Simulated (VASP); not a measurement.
Set up this calculation in VASP 6.6.1, as the native input.

```
Task                    : single point
Functional              : b88 exchange, pbe correlation
Potentials or basis     : VASP PAW PBE potentials, release 64 (Pb_d, O)
Cutoff                  : 520 eV
k mesh                  : 9 × 9 × 9
Occupations             : tetrahedron, width 0.1 eV
Spin                    : no spin polarisation
Dipole correction       : no
k mesh for the DOS      : 14 × 14 × 14
Occupations for the DOS : tetrahedron
Further INCAR settings  : ALGO = Normal; EDIFF = 1e-06
```

The system is PbO2.

```
CELL_PARAMETERS angstrom
0.00000 2.70199 2.70199
2.70199 0.00000 2.70199
2.70199 2.70199 0.00000
ATOMIC_POSITIONS crystal
Pb 0.00000 0.00000 0.00000
O 0.75000 0.75000 0.75000
O 0.25000 0.25000 0.25000
```

The input as run:

POSCAR

```
PbO2
1.0
    0.0000000000      2.7019920000      2.7019920000
    2.7019920000      0.0000000000      2.7019920000
    2.7019920000      2.7019920000      0.0000000000
Pb O
1 2
Direct
    0.0000000000      0.0000000000      0.0000000000
    0.7500000000      0.7500000000      0.7500000000
    0.2500000000      0.2500000000      0.2500000000
```

INCAR.step1

```
SYSTEM = PbO2
ALGO = Normal ; EDIFF = 1E-6
ENCUT = 520 ; GGA = LIBXC
GGA_COMPAT = .FALSE. ; ISIF = 2
ISMEAR = -5 ; LASPH = .TRUE.
LCHARG = .TRUE. ; LIBXC1 = GGA_X_B88
LIBXC2 = GGA_C_PBE ; LORBIT = 11
LREAL = .FALSE. ; LWAVE = .FALSE.
NBANDS = 20 ; NEDOS = 2001
NELM = 120 ; PREC = Accurate
SIGMA = 0.1
```

KPOINTS.step1

```
k-points
0
G
  9 9 9
  0 0 0
```

INCAR.step2

```
SYSTEM = PbO2
ALGO = Normal ; EDIFF = 1E-6
ENCUT = 520 ; GGA = LIBXC
GGA_COMPAT = .FALSE. ; ICHARG = 11
ISIF = 2 ; ISMEAR = -5
LASPH = .TRUE. ; LCHARG = .FALSE.
LIBXC1 = GGA_X_B88 ; LIBXC2 = GGA_C_PBE
LORBIT = 11 ; LREAL = .FALSE.
LWAVE = .FALSE. ; NEDOS = 2001
NELM = 120 ; PREC = Accurate
SIGMA = 0.1
```

KPOINTS.step2

```
k-points
0
G
  14 14 14
  0 0 0
```

Potentials or basis: VASP PAW PBE potentials, release 64 (Pb_d, O).

Launch:

```console
$ cat potpaw_PBE.64/Pb_d/POTCAR potpaw_PBE.64/O/POTCAR > POTCAR
$ cp INCAR.step1 INCAR
$ cp KPOINTS.step1 KPOINTS
$ mpirun -np 1 vasp_std > vasp.out
$ cp INCAR.step2 INCAR
$ cp KPOINTS.step2 KPOINTS
$ mpirun -np 1 vasp_std > vasp.out
```

Results of the run:

The valence electrons inside the program's atomic spheres are Pb 11.69; O 4.93.

It took 28 s on 1 thread of Intel(R) Xeon(R) 6975P-C (Granite Rapids) (shared host), peak memory 0.2 GiB.
